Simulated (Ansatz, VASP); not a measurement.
**As in VASP and in Ansatz**

```xyz
2
Lattice="1.8797 1.0853 3.4858 -1.8797 1.0853 3.4858 0.0000 -2.1705 3.4858" Properties=species:S:1:pos:R:3 pbc="T T T"
As    0.0000    0.0000    2.3795
As    0.0000    0.0000    8.0779
```

Alike in both runs: task single point; functional PBEsol; k mesh 18 × 18 × 18; occupations gaussian, width 0.15 eV; no spin polarisation.

```csv
,VASP,Ansatz
version,VASP 6.6.1,Ansatz 0.2.0
potentials or method,"VASP PAW PBE potentials, release 64 (As), cutoff 520 eV","scalar-relativistic, plane waves, PAW"
valence electrons in the cell,10,30
```

Ansatz gave:

| Item | Value |
| --- | --- |
| gap on the k mesh at the Fermi level (eV) | none |
| pressure (GPa) | 0.1 |
| traceless stress, the component that is largest in VASP (GPa) | -0.64 |
| rms of the force components (eV/Å) | 0.093 |

Question: Estimate VASP's values.

Answer: gap on the k mesh at the Fermi level (eV): none; pressure (GPa): 0.6; traceless stress, the component that is largest in VASP (GPa): -0.75; rms of the force components (eV/Å): 0.130.

VASP's potentials were made for PBE, not for PBEsol. Atom by atom the forces differ by 0.037 eV/Å (rms over components). A gap of «none» marks a metal or a gap that the smearing closes. With one functional, cell and mesh, what is left measures potentials, basis and numerics. VASP's potentials hold 10 valence electrons a cell and Ansatz's 30, so a difference there can come from the potentials and not from the codes.
